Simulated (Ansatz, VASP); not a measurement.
# Two plane-wave programs on SiC

The input INCAR:

```
SYSTEM = SiC
PREC     = Accurate       ! precision mode
ENCUT    = 600            ! plane-wave cutoff, eV
EDIFF    = 1E-6           ! SCF threshold, eV
ISMEAR   = 0              ! smearing method
SIGMA    = 0.02           ! smearing width, eV
LREAL    = .False.        ! projectors in reciprocal space
LASPH    = .True.         ! aspherical terms in the spheres
NELM     = 100            ! most SCF steps
ALGO     = Normal         ! electronic algorithm
ISIF     = 3              ! what is computed and relaxed
LWAVE    = .False.        ! write WAVECAR
LCHARG   = .False.        ! write CHGCAR
GGA      = PE             ! functional
IBRION   = 2              ! ionic algorithm
NSW      = 100            ! ionic steps
EDIFFG   = -0.005         ! ionic threshold
```

The input KPOINTS:

```
regular mesh
0
Gamma
  12 12 4
  0 0 0
```

Contents of POSCAR:

```
SiC
1.0
    3.0756941497      0.0000000000      0.0000000000
   -1.5378470748      2.6636292679      0.0000000000
    0.0000000000      0.0000000000     10.0706464800
Si C
4 4
Direct
    0.6666666700      0.3333333300      0.9378419800
    0.3333333300      0.6666666700      0.4378419800
    0.0000000000      0.0000000000      0.6878943800
    0.0000000000      0.0000000000      0.1878943800
    0.6666666700      0.3333333300      0.7498025900
    0.3333333300      0.6666666700      0.2498025900
    0.0000000000      0.0000000000      0.5004600500
    0.0000000000      0.0000000000      0.0004600500
```

Input for Ansatz:

```yaml
crystal:
  lattice:
    - [3.0756941497, 0.0, 0.0]
    - [-1.5378470748, 2.6636292679, 0.0]
    - [0.0, 0.0, 10.07064648]
  atoms:
    - { symbol: Si, position: [0.66666667, 0.33333333, 0.93784198] }
    - { symbol: Si, position: [0.33333333, 0.66666667, 0.43784198] }
    - { symbol: Si, position: [0.0, 0.0, 0.68789438] }
    - { symbol: Si, position: [0.0, 0.0, 0.18789438] }
    - { symbol: C, position: [0.66666667, 0.33333333, 0.74980259] }
    - { symbol: C, position: [0.33333333, 0.66666667, 0.24980259] }
    - { symbol: C, position: [0.0, 0.0, 0.50046005] }
    - { symbol: C, position: [0.0, 0.0, 0.00046005] }
basis:
  ecutwfc: 420
  ecutrho_ratio: 6
kpoints:
  mp_grid: { grid: [12, 12, 4] }
hamiltonian:
  xc: pbe
scf:
  occupations: { method: gaussian, width: 0.02 }
  algorithm: density_mixing
output:
  forces: true
  eigenvalues: true
  stress: true
relax:
  adjacent_minimum: "off"
  f_tol: 0.005
  max_steps: 80
  cell: { stress_tol: 0.05 }
```

Alike in both runs: task relaxation of cell and atoms; functional PBE; k mesh 12 × 12 × 4; occupations gaussian, width 0.02 eV; no spin polarisation.

|  | VASP | Ansatz |
| --- | --- | --- |
| version | VASP 6.6.1 | Ansatz 0.2.0 |
| potentials or method | VASP PAW PBE potentials, release 64 (Si, C), cutoff 600 eV | scalar-relativistic, plane waves, PAW |
| valence electrons in the cell | 32 | 32 |

```tsv
	VASP	Ansatz	Ansatz less VASP
gap on the k mesh at the Fermi level, each at its own relaxed structure (eV)	2.22	2.22	+0.001
relaxed volume (Å³/atom)	10.49	10.50	+0.010
relaxed length of the cell vector where the two differ most in proportion (Å)	3.093	3.094	+0.0010
```
